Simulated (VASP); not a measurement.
# DyC3 (P-6m2) in VASP: relaxation of cell and atoms with PBE

Aim: the relaxation of cell and atoms of DyC3 with PBE.

Everything below comes from runs of VASP 6.6.1. Logs are shortened: lines on timing, memory, paths and dates and some standing lists are left out, and cuts for length are marked.

## Step 1: The cell of the first run

Symmetry: P-6m2, No. 187, hexagonal system. Conventional cell: a = 4.568 Å, b = 4.568 Å, c = 7.533 Å, α = 90.00°, β = 90.00°, γ = 120.00°. Dy (site symmetry 3m) has 12 C at 2.64 to 3.31 Å and 1 Dy at 2.87 Å within 3.5 Å. Within 3.5 Å of C (site symmetry 3m) lie 3 Dy at 2.64 Å and 7 C at 2.74 to 3.05 Å. Within 1.7 Å of C (site symmetry mm2) lie 2 C at 1.29 Å. C (site symmetry -6m2) has 12 C at 2.97 to 3.84 Å and 6 Dy at 3.00 Å within 3.9 Å.

The cell was generated, and may not be a known phase.

## Step 2: Relaxation of cell and atoms, PBE

INCAR

```
PREC = Accurate ; ENCUT = 600
EDIFF = 1E-7 ; ISMEAR = 0
SIGMA = 0.2 ; LREAL = False
LASPH = True ; NELM = 200
ALGO = Normal ; ISIF = 3
LWAVE = False ; LCHARG = False
GGA = PE ; IBRION = 2
NSW = 36 ; EDIFFG = -0.08
GGA_COMPAT = False ; NELMIN = 4
LMAXMIX = 6
```

KPOINTS

```
regular mesh
0
Gamma
  4 4 2
```

POSCAR

```
DyC3
1.0
    4.5675724600      0.0000000000      0.0000000000
   -2.2837862300      3.9556337900      0.0000000000
    0.0000000000      0.0000000000      7.5334481000
Dy C
2 6
Direct
    0.0000000000      0.0000000000      0.6903965300
    0.0000000000      0.0000000000      0.3096034700
    0.3333333300      0.6666666700      0.3183644900
    0.3333333300      0.6666666700      0.6816355100
    0.5724737000      0.4275263000      0.0000000000
    0.5724737000      0.1449474000      0.0000000000
    0.8550526000      0.4275263000      0.0000000000
    0.6666666700      0.3333333300      0.5000000000
```

Potentials or basis: VASP PAW PBE potentials, release 64 (Dy_3, C), 4f in core.

Run with:

```sh
cat potpaw_PBE.64/Dy_3/POTCAR potpaw_PBE.64/C/POTCAR > POTCAR
mpirun -np 1 vasp_std > vasp.out
```

OUTCAR:

```text
PREC = Accurate
   ENCUT = 600
   EDIFF = 1E-7
   ISMEAR = 0
   LREAL = False
   LASPH = True
   NELM = 200
   ISIF = 3
   GGA = PE
   IBRION = 2
   NSW = 36
   EDIFFG = -0.08
   NELMIN = 4

 ion  position               nearest neighbor table
   1  0.000  0.000  0.690-   4 2.64   4 2.64   4 2.64   2 2.87
   2  0.000  0.000  0.310-   3 2.64   3 2.64   3 2.64   1 2.87
   3  0.333  0.667  0.318-   2 2.64   2 2.64   2 2.64
   4  0.333  0.667  0.682-   1 2.64   1 2.64   1 2.64
   5  0.572  0.428  0.000-   7 1.29   6 1.29
   6  0.572  0.145  0.000-   5 1.29   7 1.29
   7  0.855  0.428  0.000-   5 1.29   6 1.29
   8  0.667  0.333  0.500-

  LATTYP: Found a hexagonal cell.
 ALAT       =     4.5675724600
 C/A-ratio  =     1.6493330245

  Lattice vectors:

 A1 = (   4.5675724600,   0.0000000000,   0.0000000000)
 A2 = (  -2.2837862300,   3.9556337900,   0.0000000000)
 A3 = (   0.0000000000,   0.0000000000,   7.5334481000)

Analysis of symmetry for initial positions (statically):
=====================================================================
 Subroutine PRICEL returns:
 Original cell was already a primitive cell.

 Routine SETGRP: Setting up the symmetry group for a
 hexagonal supercell.

 Subroutine GETGRP returns: Found 12 space group operations
 (whereof 12 operations were pure point group operations)
 out of a pool of 24 trial point group operations.

The static configuration has the point symmetry D_3h.

Analysis of symmetry for dynamics (positions and initial velocities):
=====================================================================
 Subroutine PRICEL returns:
 Original cell was already a primitive cell.

 Routine SETGRP: Setting up the symmetry group for a
 hexagonal supercell.

 Subroutine GETGRP returns: Found 12 space group operations
 (whereof 12 operations were pure point group operations)
 out of a pool of 24 trial point group operations.

The dynamic configuration has the point symmetry D_3h.

 Subroutine INISYM returns: Found 12 space group operations
 (whereof 12 operations are pure point group operations),
 and found     1 'primitive' translations

----------------------------------------------------------------------------------------

                                     Primitive cell

  volume of cell :     136.1117

  direct lattice vectors                    reciprocal lattice vectors
     4.567572460  0.000000000  0.000000000     0.218934677  0.126401994  0.000000000
    -2.283786230  3.955633790  0.000000000     0.000000000  0.252803989  0.000000000
     0.000000000  0.000000000  7.533448100     0.000000000  0.000000000  0.132741341

  length of vectors
     4.567572460  4.567572465  7.533448100     0.252803989  0.252803989  0.132741341

  position of ions in fractional coordinates (direct lattice)
     0.000000000  0.000000000  0.690396530
     0.000000000  0.000000000  0.309603470
     0.333333330  0.666666670  0.318364490
     0.333333330  0.666666670  0.681635510
     0.572473700  0.427526300  0.000000000
     0.572473700  0.144947400  0.000000000
     0.855052600  0.427526300  0.000000000
     0.666666670  0.333333330  0.500000000

  ion indices of the primitive-cell ions
   primitive index   ion index
                 1           1
                 2           2
                 3           3
                 4           4
                 5           5
                 6           6
                 7           7
                 8           8

----------------------------------------------------------------------------------------

 KPOINTS: regular mesh

Automatic generation of k-mesh.
 Grid dimensions read from file:
 generate k-points for:    4    4    2

 Generating k-lattice:

  Cartesian coordinates                     Fractional coordinates (reciprocal lattice)
     0.054733669  0.031600499  0.000000000     0.250000000 -0.000000000  0.000000000
     0.000000000  0.063200997  0.000000000     0.000000000  0.250000000  0.000000000
     0.000000000  0.000000000  0.066370670     0.000000000  0.000000000  0.500000000

  Length of vectors
     0.063200997  0.063200997  0.066370670

  Shift w.r.t. Gamma in fractional coordinates (k-lattice)
     0.000000000  0.000000000  0.000000000

 Subroutine IBZKPT returns following result:
 ===========================================

 Found      8 irreducible k-points:

 Following reciprocal coordinates:
            Coordinates               Weight
  0.000000  0.000000  0.000000      1.000000
  0.250000  0.000000  0.000000      6.000000
  0.500000  0.000000  0.000000      3.000000
  0.250000  0.250000  0.000000      6.000000
  0.000000  0.000000  0.500000      1.000000
  0.250000  0.000000  0.500000      6.000000
  0.500000  0.000000  0.500000      3.000000
  0.250000  0.250000  0.500000      6.000000
   k-points           NKPTS =      8   k-points in BZ     NKDIM =      8   number of bands    NBANDS=     26
   number of dos      NEDOS =    301   number of ions     NIONS =      8
   total plane-waves  NPLWV =  77760
   dimension x,y,z NGX =    36 NGY =   36 NGZ =   60
   dimension x,y,z NGXF=    72 NGYF=   72 NGZF=  120
   ions per type =               2   6
   NGX,Y,Z   is equivalent  to a cutoff of  13.10, 13.10, 13.24 a.u.
   NGXF,Y,Z  is equivalent  to a cutoff of  26.21, 26.21, 26.48 a.u.
 SYSTEM =  unknown system
   PREC   = accura    normal or accurate (medium, high low for compatibility)
   ISTART =      0    job   : 0-new  1-cont  2-samecut
   ICHARG =      2    charge: 1-file 2-atom 10-const
   ISPIN  =      1    spin polarized calculation?
   LNONCOLLINEAR =      F non collinear calculations
   LSORBIT =      F    spin-orbit coupling
   LASPH  =      T    aspherical Exc in radial PAW
   ENCUT  =  600.0 eV  44.10 Ry    6.64 a.u.   9.12  9.12 15.05*2*pi/ulx,y,z
   NELM   =    200;   NELMIN=  4; NELMDL= -5     # of ELM steps
   EDIFF  = 0.1E-06   stopping-criterion for ELM
   LREAL  =      F    real-space projection
   EDIFFG = -.8E-01   stopping-criterion for IOM
   NSW    =     36    number of steps for IOM
   IBRION =      2    ionic relax: 0-MD 1-quasi-New 2-CG
   NFREE  =      1    steps in history (QN), initial steepest desc. (CG)
   ISIF   =      3    stress and relaxation
   ISYM   =      2    0-nonsym 1-usesym 2-fastsym
   POTIM  = 0.5000    time-step for ionic-motion
   TEBEG  =    0.0;   TEEND  =   0.0 temperature during run
   PSTRESS=    0.0 pullay stress
   NELECT =      42.0000    total number of electrons
   NUPDOWN=      -1.0000    fix difference up-down
   EMIN   =  10.00;   EMAX   =-10.00  energy-range for DOS
   EFERMI =   0.00;   METHOD = LEGACY
   ISMEAR =     0;   SIGMA  =   0.20  broadening in eV -4-tet -1-fermi 0-gaus
   EFERMI_NEDOS =   21; number of points for ismear=-14 and -15
   IALGO  =     38    algorithm
   IMIX   =      4    mixing-type and parameters
     AMIX     =   0.40;   BMIX     =  1.00
     AMIX_MAG =   1.60;   BMIX_MAG =  1.00
  volume/ion in A,a.u.               =      17.01       114.82
  Fermi-wavevector in a.u.,A,eV,Ry     =   1.106266  2.090539 16.651137  1.223824
  Thomas-Fermi vector in A             =   2.242764
   LORBIT       =      0    0 simple, 1 ext, 2 COOP (PROOUT), +10 PAW based schemes
   GGA     = PE    functional components
   LHFCALC =     F    Hartree Fock is set to
   AEXX    =    0.0000 exact exchange contribution
   IVDW    =     0    specifies the selected vdW correction
   LEPSILON=     F    determine dielectric tensor
   LRPA    =     F    only Hartree local field effects (RPA)
 conjugate gradient relaxation of ions
 non-spin polarized calculation
 Gauss-broadening in eV      SIGMA  =   0.20
  energy-cutoff  :      600.00
  volume of cell :      136.11
 maximum number of plane-waves:      4554
   NGX = 19   NGY = 19   NGZ = 31

--------------------------------------- Ionic step        1  -------------------------------------------

 number of electron      42.0000000 magnetization

 Free energy of the ion-electron system (eV)
  ---------------------------------------------------
  ext. energy  EPLUGINS =         0.00000000
  ---------------------------------------------------
  free energy    TOTEN  =       -44.91612055 eV

  energy without entropy =      -44.80301015  energy(sigma->0) =      -44.85956535

 E-fermi :   2.1853     XC(G=0):  -9.6218

 val. band max:        2.1798685646   @ k =   0.0000   0.0000   0.5000
 cond. band min:       2.2737306068   @ k =   0.0000   0.0000   0.0000
 fundamental gap:      0.0938620422
 Fermi energy:         2.1853114732

 k-point     1 :       0.0000    0.0000    0.0000
  band No.  band energies     occupation
      1     -22.2477      2.00000
      2     -21.2549      2.00000
      3     -21.2549      2.00000
      4     -21.2001      2.00000
      5     -21.1186      2.00000
      6     -21.1186      2.00000
[... 302 lines left out ...]
  energy  without entropy=      -43.9576022235  energy(sigma->0) =      -44.00343383

--------------------------------------- Ionic step        3  -------------------------------------------

 number of electron      42.0000000 magnetization

 E-fermi :   2.7470     XC(G=0): -10.2678

 val. band max:        2.7337945861   @ k =   0.0000   0.0000   0.5000
 cond. band min:       2.7791342763   @ k =   0.2500   0.2500   0.5000
 fundamental gap:      0.0453396902
 Fermi energy:         2.7469506114

 k-point     1 :       0.0000    0.0000    0.0000
  band No.  band energies     occupation
      1     -20.9209      2.00000
      2     -20.3209      2.00000
      3     -20.2713      2.00000
      4     -20.2713      2.00000
      5     -20.1991      2.00000
      6     -20.1991      2.00000
[... 256 lines left out ...]
  FREE ENERGIE OF THE ION-ELECTRON SYSTEM (eV)
  ---------------------------------------------------
  free  energy   TOTEN  =       -44.0497497422 eV

  energy  without entropy=      -43.9570106783  energy(sigma->0) =      -44.00338021

[... ionic steps 4 to 32 ...]

--------------------------------------- Ionic step       33  -------------------------------------------

 number of electron      42.0000000 magnetization

------------------------ aborting loop because EDIFF is reached ----------------------------------------

  FORCE on cell =-STRESS in cart. coord.  units (eV):
  Direction    XX          YY          ZZ          XY          YZ          ZX
  --------------------------------------------------------------------------------------
  -------------------------------------------------------------------------------------
  Total        0.7152111      0.7152111     -0.3440584      0.0000000      0.0000000     -0.0000000
  in kB       11.7625153     11.7625153     -5.6584579      0.0000000      0.0000000     -0.0000000
  external PRESSURE =       5.9555242 kB  Pullay stress =       0.0000000 kB
[... 69 lines left out ...]
  energy  without entropy=      -54.4398509864  energy(sigma->0) =      -54.50354566

--------------------------------------- Ionic step       35  -------------------------------------------

 number of electron      42.0000000 magnetization

 Free energy of the ion-electron system (eV)
  ---------------------------------------------------
  ext. energy  EPLUGINS =         0.00000000
  ---------------------------------------------------
  free energy    TOTEN  =       -54.56973497 eV

  energy without entropy =      -54.44278985  energy(sigma->0) =      -54.50626241

 E-fermi :   5.0508     XC(G=0): -11.2296

 val. band max:        5.0409601703   @ k =   0.5000   0.0000   0.5000
 cond. band min:       5.0596818790   @ k =   0.2500   0.0000   0.5000
 fundamental gap:      0.0187217087
 Fermi energy:         5.0507604464

 k-point     1 :       0.0000    0.0000    0.0000
  band No.  band energies     occupation
      1     -18.6112      2.00000
      2     -18.0879      2.00000
      3     -18.0054      2.00000
      4     -18.0054      2.00000
      5     -17.9468      2.00000
      6     -17.9468      2.00000
[... 256 lines left out ...]
  FREE ENERGIE OF THE ION-ELECTRON SYSTEM (eV)
  ---------------------------------------------------
  free  energy   TOTEN  =       -54.5697349700 eV

  energy  without entropy=      -54.4427898490  energy(sigma->0) =      -54.50626241

 reached required accuracy - stopping structural energy minimisation
```

Run time: 9 min. Hardware: 1 thread of Intel Xeon 6975P-C (Granite Rapids), shared host; peak memory 0.31 GiB.

Results:

```yaml
Free_energy: -54.5697 eV
Relaxed_volume: 12.19 Å³/atom
Relaxed_cell: a = 3.934 Å, b = 3.934 Å, c = 7.277 Å, α = 90.00°, β = 90.00°, γ = 120.00°
Space_group_after_relaxing_to_0.1_Å: P-6m2 (No. 187)
Energy_gained_by_relaxing: 1206.7 meV/atom
Ionic_steps: 35
Pressure_after_relaxing: 0.5 GPa
Largest_force_after_relaxing: 0.064 eV/Å
Band_gap_on_the_k_mesh: zero (bands 21 and 22 overlap by 0.15 eV)
```

Forces in eV/Å, atoms in the order of the input:
```
Dy   0.000  0.000  0.011
Dy   0.000  0.000 -0.011
C    0.000  0.000 -0.048
C    0.000  0.000  0.048
C   -0.055  0.032  0.000
C    0.000 -0.064  0.000
C    0.055  0.032  0.000
C    0.000  0.000  0.000
```

The path:
```csv
step,energy change (eV),largest force (eV/Å),pressure (GPa),volume (Å³)
1,0.0000,9.7461,-5.26,136.11
2,0.8669,2.7051,-23.07,125.39
3,0.8664,2.7156,-23.07,125.46
4,-2.9938,2.3541,18.05,83.86
5,-3.3089,1.9369,3.93,90.20
6,-3.9749,2.5833,5.66,88.56
7,-4.0578,6.7107,26.70,83.77
8,-4.3978,3.6021,11.68,86.11
9,-4.6303,4.1974,12.03,86.33
10,-5.6643,6.0886,14.25,87.01
11,-6.4383,6.5562,30.83,88.37
12,-6.6092,6.1242,20.55,87.73
13,-6.7021,5.6791,23.29,87.94
14,-7.1512,5.6112,24.19,89.35
15,-7.2914,5.7772,27.10,90.91
16,-7.9118,5.1412,21.87,93.26
17,-8.2804,7.0227,16.06,97.12
18,-8.8742,3.2625,7.78,99.67
19,-9.1494,2.1248,-1.40,103.26
20,-9.2347,1.8396,-1.58,103.46
21,-9.3896,1.1108,-1.83,104.08
22,-9.2839,2.8472,-1.08,105.30
23,-9.4149,1.0078,-1.78,104.46
24,-9.4627,0.6065,-2.43,104.13
25,-9.5105,0.9901,-4.07,103.19
26,-9.5454,0.9003,-3.73,102.33
27,-9.6134,0.6059,-2.47,99.79
28,-9.5667,1.6073,1.31,94.83
29,-9.6273,0.6481,-1.50,98.31
30,-9.6408,0.2806,0.22,97.66
31,-9.6408,0.2927,0.24,97.65
32,-9.6447,0.1845,0.33,97.60
33,-9.6508,0.1296,0.60,97.42
34,-9.6511,0.2116,0.67,97.37
35,-9.6536,0.0635,0.47,97.54
```

Final structure:
```
Dy C
1.0
     3.93423    0.00000    0.00000
    -1.96711    3.40714    0.00000
     0.00000    0.00000    7.27672
Dy C
2 6
Direct
  0.00000 0.00000 0.76482
  0.00000 0.00000 0.23518
  0.33333 0.66667 0.41021
  0.33333 0.66667 0.58979
  0.45699 0.54301 0.00000
  0.45699 0.91397 0.00000
  0.08603 0.54301 0.00000
  0.66667 0.33333 0.50000
```

Caveat: the k points lie up to 0.46 Å⁻¹ apart in the final cell; the volume moved by over 15 % at a fixed basis, so the end points are rough; spin-orbit coupling is left out, which moves the levels of the heavy elements; the 4f electrons are frozen in the core, so they carry no moment and show no levels; the relaxation stopped at a loose force limit of 0.08 eV/Å, so its end isn't a converged minimum. Spin polarisation is off, so any magnetic state and its effect on volume and gap are missing.
